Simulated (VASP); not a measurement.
# Al3GaAs4 (P-43m) in VASP: a series of runs, part 2 of 2

VASP 6.6.1. Earlier steps stand in the parts before.

## 3. Relaxation of cell and atoms, PBE

This run uses another cell than the first one, of 20.11 Å³/atom.

INCAR

```
SYSTEM = Al3GaAs4
PREC = Accurate
ENCUT = 600
EDIFF = 1E-6
ISMEAR = 0
SIGMA = 0.1
LREAL = .False.
LASPH = .True.
NELM = 80
ALGO = Normal
ISIF = 3
LWAVE = .False.
LCHARG = .False.
GGA = PE
IBRION = 2
NSW = 90
EDIFFG = -0.04
```

KPOINTS

```
regular mesh
0
Gamma
  4 4 4
  0 0 0
```

POSCAR

```
Al3GaAs4
1.0
    5.4388695300      0.0000000000      0.0000000000
    0.0000000000      5.4388695300      0.0000000000
    0.0000000000      0.0000000000      5.4388695300
Al Ga As
3 1 4
Direct
    0.5000000000      0.0000000000      0.0000000000
    0.0000000000      0.0000000000      0.5000000000
    0.0000000000      0.5000000000      0.0000000000
    0.5000000000      0.5000000000      0.5000000000
    0.7500000000      0.2500000000      0.7500000000
    0.7500000000      0.7500000000      0.2500000000
    0.2500000000      0.2500000000      0.2500000000
    0.2500000000      0.7500000000      0.7500000000
```

Potentials or basis: VASP PAW PBE potentials, release 64 (Al, Ga_d, As).

Run with:

```bash
> cat potpaw_PBE.64/Al/POTCAR potpaw_PBE.64/Ga_d/POTCAR potpaw_PBE.64/As/POTCAR > POTCAR
> mpirun -np 1 vasp_std > vasp.out
```

OUTCAR:

```text
SYSTEM = Al3GaAs4
   PREC = Accurate
   ENCUT = 600
   EDIFF = 1E-6
   ISMEAR = 0
   LREAL = .False.
   LASPH = .True.
   NELM = 80
   ISIF = 3
   GGA = PE
   IBRION = 2
   NSW = 90
   EDIFFG = -0.04

 ion  position               nearest neighbor table
   1  0.500  0.000  0.000-   5 2.36   6 2.36   7 2.36   8 2.36
   2  0.000  0.000  0.500-   5 2.36   6 2.36   7 2.36   8 2.36
   3  0.000  0.500  0.000-   5 2.36   6 2.36   7 2.36   8 2.36
   4  0.500  0.500  0.500-   5 2.36   6 2.36   7 2.36   8 2.36
   5  0.750  0.250  0.750-   1 2.36   2 2.36   3 2.36   4 2.36
   6  0.750  0.750  0.250-   1 2.36   2 2.36   3 2.36   4 2.36
   7  0.250  0.250  0.250-   1 2.36   2 2.36   3 2.36   4 2.36
   8  0.250  0.750  0.750-   1 2.36   2 2.36   3 2.36   4 2.36

  LATTYP: Found a simple cubic cell.
 ALAT       =     5.4388695300

  Lattice vectors:

 A1 = (   5.4388695300,   0.0000000000,   0.0000000000)
 A2 = (   0.0000000000,   5.4388695300,   0.0000000000)
 A3 = (   0.0000000000,   0.0000000000,   5.4388695300)

Analysis of symmetry for initial positions (statically):
=====================================================================
 Subroutine PRICEL returns:
 Original cell was already a primitive cell.

 Routine SETGRP: Setting up the symmetry group for a
 simple cubic supercell.

 Subroutine GETGRP returns: Found 24 space group operations
 (whereof 24 operations were pure point group operations)
 out of a pool of 48 trial point group operations.

The static configuration has the point symmetry T_d .

Analysis of symmetry for dynamics (positions and initial velocities):
=====================================================================
 Subroutine PRICEL returns:
 Original cell was already a primitive cell.

 Routine SETGRP: Setting up the symmetry group for a
 simple cubic supercell.

 Subroutine GETGRP returns: Found 24 space group operations
 (whereof 24 operations were pure point group operations)
 out of a pool of 48 trial point group operations.

The dynamic configuration has the point symmetry T_d .

 Subroutine INISYM returns: Found 24 space group operations
 (whereof 24 operations are pure point group operations),
 and found     1 'primitive' translations

[... 98 lines left out ...]
   ISYM   =      2    0-nonsym 1-usesym 2-fastsym
   POTIM  = 0.5000    time-step for ionic-motion
   TEBEG  =    0.0;   TEEND  =   0.0 temperature during run
   PSTRESS=    0.0 pullay stress
   NELECT =      42.0000    total number of electrons
   NUPDOWN=      -1.0000    fix difference up-down
   EMIN   =  10.00;   EMAX   =-10.00  energy-range for DOS
   EFERMI =   0.00;   METHOD = LEGACY
   ISMEAR =     0;   SIGMA  =   0.10  broadening in eV -4-tet -1-fermi 0-gaus
   EFERMI_NEDOS =   21; number of points for ismear=-14 and -15
   IALGO  =     38    algorithm
   IMIX   =      4    mixing-type and parameters
     AMIX     =   0.40;   BMIX     =  1.00
     AMIX_MAG =   1.60;   BMIX_MAG =  1.00
  volume/ion in A,a.u.               =      20.11       135.72
  Fermi-wavevector in a.u.,A,eV,Ry     =   1.046283  1.977189 14.894416  1.094709
  Thomas-Fermi vector in A             =   2.181115
   LORBIT       =      0    0 simple, 1 ext, 2 COOP (PROOUT), +10 PAW based schemes
   GGA     = PE    functional components
   LHFCALC =     F    Hartree Fock is set to
   AEXX    =    0.0000 exact exchange contribution
   IVDW    =     0    specifies the selected vdW correction
   LEPSILON=     F    determine dielectric tensor
   LRPA    =     F    only Hartree local field effects (RPA)
 conjugate gradient relaxation of ions
 non-spin polarized calculation
 Gauss-broadening in eV      SIGMA  =   0.10
  energy-cutoff  :      600.00
  volume of cell :      160.89
 maximum number of plane-waves:      5400
 NGX is ok and might be reduce to    48
   NGX = 21   NGY = 21   NGZ = 21

--------------------------------------- Ionic step        1  -------------------------------------------

 number of electron      42.0000009 magnetization

 Free energy of the ion-electron system (eV)
  ---------------------------------------------------
  ext. energy  EPLUGINS =         0.00000000
  ---------------------------------------------------
  free energy    TOTEN  =       -35.27974408 eV

  energy without entropy =      -35.27974408  energy(sigma->0) =      -35.27974408

 E-fermi :   5.4646     XC(G=0):  -9.6689

 val. band max:        4.9808227933   @ k =   0.0000   0.0000   0.0000
 cond. band min:       6.2256664740   @ k =   0.0000   0.0000   0.0000
 fundamental gap:      1.2448436806
 Fermi energy:         5.4645721690

 k-point     1 :       0.0000    0.0000    0.0000
  band No.  band energies     occupation
      1      -9.7245      2.00000
      2      -9.7245      2.00000
      3      -9.7245      2.00000
      4      -9.6152      2.00000
      5      -9.6152      2.00000
      6      -7.8556      2.00000
[... 446 lines left out ...]
--------------------------------------- Ionic step        5  -------------------------------------------

 number of electron      42.0000017 magnetization

 Free energy of the ion-electron system (eV)
  ---------------------------------------------------
  ext. energy  EPLUGINS =         0.00000000
  ---------------------------------------------------
  free energy    TOTEN  =       -36.41095873 eV

  energy without entropy =      -36.41095873  energy(sigma->0) =      -36.41095873

 E-fermi :   4.0222     XC(G=0):  -9.0243

 val. band max:        3.5597146174   @ k =   0.0000   0.0000   0.0000
 cond. band min:       4.5936549350   @ k =   0.5000   0.5000   0.5000
 fundamental gap:      1.0339403176
 Fermi energy:         4.0221638769

 k-point     1 :       0.0000    0.0000    0.0000
  band No.  band energies     occupation
      1     -10.9032      2.00000
      2     -10.9032      2.00000
      3     -10.9032      2.00000
      4     -10.8362      2.00000
      5     -10.8362      2.00000
      6      -8.2866      2.00000
[... 314 lines left out ...]
  FREE ENERGIE OF THE ION-ELECTRON SYSTEM (eV)
  ---------------------------------------------------
  free  energy   TOTEN  =       -36.4109587336 eV

  energy  without entropy=      -36.4109587336  energy(sigma->0) =      -36.41095873

 reached required accuracy - stopping structural energy minimisation
```

OSZICAR:

```text
N       E                     dE             d eps       ncg     rms          rms(c)
DAV:   1     0.280685008013E+03    0.28069E+03   -0.19003E+04   520   0.176E+03
DAV:   2     0.362974253065E+01   -0.27706E+03   -0.27039E+03   568   0.371E+02
DAV:   3    -0.347703957192E+02   -0.38400E+02   -0.37163E+02   624   0.114E+02
[... 43 lines left out ...]
DAV:   1    -0.364108665747E+02   -0.44912E-03   -0.15798E-02   564   0.549E-01    0.330E-02
DAV:   2    -0.364109635657E+02   -0.96991E-04   -0.11091E-03   660   0.150E-01    0.139E-02
DAV:   3    -0.364109598021E+02    0.37637E-05   -0.22398E-05   732   0.287E-02    0.968E-03
DAV:   4    -0.364109586874E+02    0.11147E-05   -0.65857E-06   620   0.116E-02    0.344E-03
DAV:   5    -0.364109587336E+02   -0.46225E-07   -0.10882E-06   358   0.493E-03
   5 F= -.36410959E+02 E0= -.36410959E+02  d E =-.541137E-03
```

Wall time 3.3 min (1 thread of AMD EPYC 7R43 (Zen 3), shared host); peak memory 0.33 GiB.

What came out:

| Property | Result |
| --- | --- |
| Free energy | -36.4110 eV |
| Relaxed volume | 23.53 Å³/atom |
| Relaxed cell | a = 5.731 Å, b = 5.731 Å, c = 5.731 Å, α = 90.00°, β = 90.00°, γ = 90.00° |
| Space group after relaxing (to 0.1 Å) | P-43m (No. 215) |
| Energy gained by relaxing | 141.4 meV/atom |
| Ionic steps | 5 |
| Pressure after relaxing | 0.2 GPa |
| Band gap on the k mesh | 1.03 eV (least direct gap 1.17 eV) |

The path:
```
step  energy change (eV)  largest force (eV/Å)  pressure (GPa)  volume (Å³)
   1              0.0000                0.1068           14.93       160.89
   2             -0.7776                0.0658           -5.23       208.57
   3             -1.1310                0.0639           -0.03       188.86
   4             -1.1307                0.0642            0.19       188.27
   5             -1.1312                0.0325            0.20       188.28
```

Final structure:
```yaml
crystal:
  lattice:
    - [5.73146, 0.00000, 0.00000]
    - [0.00000, 5.73146, 0.00000]
    - [0.00000, 0.00000, 5.73146]
  atoms:
    - { symbol: Al, position: [0.50000, 0.00000, 0.00000] }
    - { symbol: Al, position: [0.00000, 0.00000, 0.50000] }
    - { symbol: Al, position: [0.00000, 0.50000, 0.00000] }
    - { symbol: Ga, position: [0.50000, 0.50000, 0.50000] }
    - { symbol: As, position: [0.75062, 0.24938, 0.75062] }
    - { symbol: As, position: [0.75062, 0.75062, 0.24938] }
    - { symbol: As, position: [0.24938, 0.24938, 0.24938] }
    - { symbol: As, position: [0.24938, 0.75062, 0.75062] }
```

Caveat: the volume moved by over 15 % at a fixed basis, so the end points are rough.

## 4. Relaxation of cell and atoms, PBE

INCAR

```
PREC     = Accurate       # precision mode
ENCUT    = 600            # plane-wave cutoff, eV
EDIFF    = 1E-6           # SCF threshold, eV
ISMEAR   = 0              # smearing method
SIGMA    = 0.02           # smearing width, eV
LREAL    = F              # projectors in reciprocal space
LASPH    = T              # aspherical terms in the spheres
NELM     = 60             # most SCF steps
ALGO     = Normal         # electronic algorithm
ISIF     = 3              # what is computed and relaxed
LWAVE    = F              # write WAVECAR
LCHARG   = F              # write CHGCAR
GGA      = PE             # functional
IBRION   = 2              # ionic algorithm
NSW      = 100            # ionic steps
EDIFFG   = -0.01          # ionic threshold
```

KPOINTS

```
Automatic mesh
0
Gamma
  6 6 6
```

POSCAR

```
Al3GaAs4
1.0
    5.7297041091      0.0000000000      0.0000000000
    0.0000000000      5.7297041091      0.0000000000
    0.0000000000      0.0000000000      5.7297041091
Al Ga As
3 1 4
Direct
    0.5000000000      0.0000000000      0.0000000000
    0.0000000000      0.0000000000      0.5000000000
    0.0000000000      0.5000000000      0.0000000000
    0.5000000000      0.5000000000      0.5000000000
    0.7508810227      0.2491189773      0.7508810227
    0.7508810227      0.7508810227      0.2491189773
    0.2491189773      0.2491189773      0.2491189773
    0.2491189773      0.7508810227      0.7508810227
```

Run with:

```bash
> cat potpaw_PBE.64/Al/POTCAR potpaw_PBE.64/Ga_d/POTCAR potpaw_PBE.64/As/POTCAR > POTCAR
> mpirun -np 1 vasp_std > vasp.out
```

Wall time 3.2 min (1 thread of AMD EPYC 7R43 (Zen 3), shared host); peak memory 0.38 GiB.

Results (log left out):

```yaml
Free_energy: -36.4236 eV
Relaxed_volume: 23.61 Å³/atom
Relaxed_cell: a = 5.737 Å, b = 5.737 Å, c = 5.737 Å, α = 90.00°, β = 90.00°, γ = 90.00°
Space_group_after_relaxing_to_0.1_Å: P-43m (No. 215)
Energy_gained_by_relaxing: 0.1 meV/atom
Ionic_steps: 3
Pressure_after_relaxing: 0.0 GPa
Largest_force_after_relaxing: 0.003 eV/Å
Band_gap_on_the_k_mesh: 1.02 eV (least direct gap 1.15 eV)
```

Forces in eV/Å, atoms in the order of the input:
```
Al   0.000  0.000  0.000
Al   0.000  0.000  0.000
Al   0.000  0.000  0.000
Ga   0.000  0.000  0.000
As   0.002 -0.002  0.002
As   0.002  0.002 -0.002
As  -0.002 -0.002 -0.002
As  -0.002  0.002  0.002
```

The path:
```csv
step,energy change (eV),largest force (eV/Å),pressure (GPa),volume (Å³)
1,0.0000,0.0037,0.29,188.10
2,-0.0005,0.0032,-0.09,189.25
3,-0.0006,0.0034,0.00,188.86
```

Final structure:
```
CELL_PARAMETERS angstrom
5.73734 0.00000 0.00000
0.00000 5.73734 0.00000
0.00000 0.00000 5.73734
ATOMIC_POSITIONS crystal
Al 0.50000 0.00000 0.00000
Al 0.00000 0.00000 0.50000
Al 0.00000 0.50000 0.00000
Ga 0.50000 0.50000 0.50000
As 0.75089 0.24911 0.75089
As 0.75089 0.75089 0.24911
As 0.24911 0.24911 0.24911
As 0.24911 0.75089 0.75089
```

Levels at points of the mesh, in eV from the valence-band top:
| k point | band 17 | band 18 | band 19 | band 20 | band 21 | band 22 | band 23 | band 24 | band 25 | band 26 |
| --- | --- | --- | --- | --- | --- | --- | --- | --- | --- | --- |
| (0.00, 0.00, 0.00) | -2.18 | -2.18 | 0.00 | 0.00 | 0.00 | 1.15 | 1.54 | 1.54 | 1.54 | 1.90 |
| (0.50, 0.00, 0.00) | -2.79 | -1.39 | -1.39 | -1.30 | -1.30 | 2.30 | 2.54 | 3.44 | 3.59 | 4.40 |
| (0.50, 0.50, 0.00) | -2.81 | -0.99 | -0.90 | -0.90 | -0.90 | 2.80 | 3.23 | 3.23 | 3.37 | 5.54 |
| (0.50, 0.50, 0.50) | -0.87 | -0.87 | -0.79 | -0.79 | -0.79 | 1.02 | 1.97 | 1.97 | 1.97 | 4.56 |

A k mesh can miss the band edges.

## 5. Overview

```tsv
task	cell	k mesh	cutoff (eV)	smearing	gap on the mesh (eV)	pressure (GPa)	relaxed volume (Å³/atom)
single point	a = 5.733 Å, 8 atoms	6 × 6 × 6	520	gaussian 0.02 eV	1.03	0.2	-
relaxation of cell and atoms	relaxed from a = 5.439 Å, 8 atoms	4 × 4 × 4	600	gaussian 0.1 eV	1.03	0.2	23.53
relaxation of cell and atoms	relaxed from a = 5.730 Å, 8 atoms	6 × 6 × 6	600	gaussian 0.02 eV	1.02	0.0	23.61
```

Alike in all rows: level PBE; potentials or basis VASP PAW PBE potentials, release 64 (Al, Ga_d, As); no spin polarisation.

Caveats: the volume moved by over 15 % at a fixed basis, so the end points are rough (at least some runs).

Absolute energies hang on the potentials; compare differences alone.
